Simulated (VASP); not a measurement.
# LiBe in VASP: notebook, part 2 of 2

VASP 6.6.1.

## (3) Single point, PBEsol (one atom moved)

Input file INCAR:

```
SYSTEM = LiBe
PREC = Accurate
ENCUT = 520
EDIFF = 1E-6
ISMEAR = 0
SIGMA = 0.1
LREAL = .FALSE.
LASPH = .TRUE.
NELM = 80
ALGO = Fast
ISIF = 2
LWAVE = .FALSE.
LCHARG = .TRUE.
GGA = PS
LELF = .TRUE.
LVHAR = .TRUE.
NBANDS = 13
```

Input file KPOINTS:

```
regular mesh
0
G
  18 12 8
  0 0 0
```

Input file POSCAR:

```
LiBe
1.0
    2.2959861536      0.0000000000      0.0000000000
    0.0000000000      3.6127729800      0.0000000000
   -0.4017425219      0.0000000000      5.5135259934
Li Be
2 2
Direct
    0.7368475600      0.2500000000      0.1548577400
    0.2827518613      0.7500000000      0.8451422600
    0.7564180800      0.2500000000      0.5761716400
    0.2435819200      0.7500000000      0.4238283600
```

Potentials or basis: VASP PAW PBE potentials, release 64 (Li_sv, Be).

Command:

```
> cat potpaw_PBE.64/Li_sv/POTCAR potpaw_PBE.64/Be/POTCAR > POTCAR
> mpirun -np 1 vasp_std > vasp.out
```

OUTCAR:

```text
SYSTEM = LiBe
   PREC = Accurate
   ENCUT = 520
   EDIFF = 1E-6
   ISMEAR = 0
   LREAL = .FALSE.
   LASPH = .TRUE.
   NELM = 80
   ISIF = 2
   GGA = PS

 ion  position               nearest neighbor table
   1  0.737  0.250  0.155-   3 2.33
   2  0.283  0.750  0.845-   4 2.32
   3  0.756  0.250  0.576-   4 2.28   4 2.28   4 2.32   4 2.32   1 2.33
   4  0.244  0.750  0.424-   3 2.28   3 2.28   3 2.32   3 2.32   2 2.32

  LATTYP: Found a simple monoclinic cell.
 ALAT       =     2.2959861536
 B/A-ratio  =     1.5735168848
 C/A-ratio  =     2.4077423434
 COS(beta)  =    -0.0726722366

  Lattice vectors:

 A1 = (   2.2959861536,   0.0000000000,   0.0000000000)
 A2 = (   0.0000000000,   3.6127729800,   0.0000000000)
 A3 = (  -0.4017425219,   0.0000000000,   5.5135259934)

Analysis of symmetry for initial positions (statically):
=====================================================================
 Subroutine PRICEL returns:
 Original cell was already a primitive cell.

 Routine SETGRP: Setting up the symmetry group for a
 simple monoclinic supercell.

 Subroutine GETGRP returns: Found  2 space group operations
 (whereof  1 operations were pure point group operations)
[... 185 lines left out ...]
      3      -4.3627      2.00000
      4       0.1247      2.00000
      5       1.0005      2.00000
      6       2.4348      2.00000
      7       7.5496      0.00000
      8       8.8108      0.00000
      9       9.0931      0.00000
     10       9.8719      0.00000
     11      13.4215      0.00000
     12      13.7545      0.00000
     13      15.7825      0.00000
[... 354 lines left out ...]
  band No.  band energies     occupation
      1     -42.3368      2.00000
      2     -42.3015      2.00000
      3      -3.5583      2.00000
      4       0.8906      2.00000
      5       1.7495      2.00000
      6       1.8825      2.00000
      7       7.8761      0.00000
      8       8.3807      0.00000
      9       9.2054      0.00000
     10      11.7400      0.00000
     11      12.0512      0.00000
     12      14.4517      0.00000
     13      14.8328      0.00000

 [... further k-points ...]
[... 5 lines left out ...]
  --------------------------------------------------------------------------------------
  -------------------------------------------------------------------------------------
  Total       -0.2516342     -0.1012503     -0.2052398      0.0000000      0.0000000      0.0549103
  in kB       -8.8153781     -3.5470534     -7.1900633      0.0000000      0.0000000      1.9236467
  external PRESSURE =      -6.5174983 kB  Pullay stress =       0.0000000 kB

 VOLUME and BASIS-vectors are now :
 -----------------------------------------------------------------------------
  energy-cutoff  :      520.00
  volume of cell :       45.73
      direct lattice vectors                 reciprocal lattice vectors
     2.295986154  0.000000000  0.000000000     0.435542696  0.000000000  0.031735775
     0.000000000  3.612772980  0.000000000     0.000000000  0.276795693  0.000000000
    -0.401742522  0.000000000  5.513525993     0.000000000  0.000000000  0.181372138

 POSITION                                       TOTAL-FORCE (eV/Angst)
 -----------------------------------------------------------------------------------
      1.62958      0.90319      0.85381         0.007846      0.000000      0.037304
      0.30966      2.70958      4.65971        -0.017171      0.000000     -0.034744
      1.50525      0.90319      3.17674         0.030048      0.000000     -0.034640
      0.38899      2.70958      2.33679        -0.020723      0.000000      0.032080
 -----------------------------------------------------------------------------------
    total drift:                               -0.000198      0.000000     -0.000079

  FREE ENERGIE OF THE ION-ELECTRON SYSTEM (eV)
  ---------------------------------------------------
  free  energy   TOTEN  =       -11.2573834637 eV

  energy  without entropy=      -11.2536665972  energy(sigma->0) =      -11.25552503
```

stdout:

```text
POSCAR found type information on POSCAR LiBe
 POSCAR found :  2 types and       4 ions
 scaLAPACK will be used
 -----------------------------------------------------------------------------
|                                                                             |
|                                                                             |
|     You enforced a specific xc type in the INCAR file but a different       |
|     I HOPE YOU KNOW WHAT YOU ARE DOING!                                     |
|                                                                             |
 -----------------------------------------------------------------------------

 LDA part: xc-table for (Slater+PW92), standard interpolation
 POSCAR, INCAR and KPOINTS ok, starting setup
 FFT: planning ... GRIDC
 FFT: planning ... GRID_SOFT
 FFT: planning ... GRID
 WAVECAR not read
 entering main loop
WARNING in EDDRMM: call to ZHEGV failed, returncode =   6  3      7
WARNING in EDDRMM: call to ZHEGV failed, returncode =   6  3      8
WARNING in EDDRMM: call to ZHEGV failed, returncode =   8  4      7
WARNING in EDDRMM: call to ZHEGV failed, returncode =   6  3     10
WARNING in EDDRMM: call to ZHEGV failed, returncode =   6  3      6
```

It took 6.8 min on 1 thread of Intel Xeon Platinum 8259CL at 2.50GHz (Skylake/Cascade Lake), shared host; peak memory 0.36 GiB.

Results:

```yaml
Free_energy: -11.2574 eV
Largest_force: 0.046 eV/Å
Band_gap_on_the_k_mesh: zero (band 5 reaches 6.21 eV, above the bottom of band 6 at 0.72 eV)
```

Forces on the atoms (eV/Å):
```
Li   0.008  0.000  0.037
Li  -0.017  0.000 -0.035
Be   0.030  0.000 -0.035
Be  -0.021  0.000  0.032
```

Levels at points of the mesh, in eV from the Fermi level:
```csv
k point,band 2,band 3,band 4,band 5,band 6,band 7,band 8,band 9
"(0.00, 0.00, 0.00)",-45.38,-7.42,-2.93,-2.06,-0.62,4.49,5.75,6.03
"(0.50, 0.00, 0.00)",-45.29,-2.32,-2.28,0.70,1.91,5.51,6.06,6.20
"(0.00, 0.50, 0.00)",-45.41,-5.34,-5.34,-1.92,-1.92,2.46,2.46,10.96
"(0.50, 0.50, 0.00)",-45.29,-1.67,-1.67,2.97,2.98,3.39,3.41,4.71
"(0.00, 0.00, 0.50)",-45.38,-7.32,-4.21,-0.41,1.07,2.41,3.47,5.26
"(0.50, 0.00, 0.50)",-45.29,-2.22,-2.17,0.62,0.99,6.18,6.37,7.06
"(0.00, 0.50, 0.50)",-45.41,-5.27,-5.27,-2.34,-2.34,4.13,4.14,7.31
"(0.50, 0.50, 0.50)",-45.29,-1.47,-1.46,2.03,2.06,2.97,2.99,4.62
```

Caveat: the cell differs from its parent crystal (one atom moved); the cutoff is under 1.25 times the usual one of these potentials, so pressure, stress and relaxed cells hold a basis-set (Pulay) error; the PAW data sets were made with another functional, which shifts forces and pressure a little.
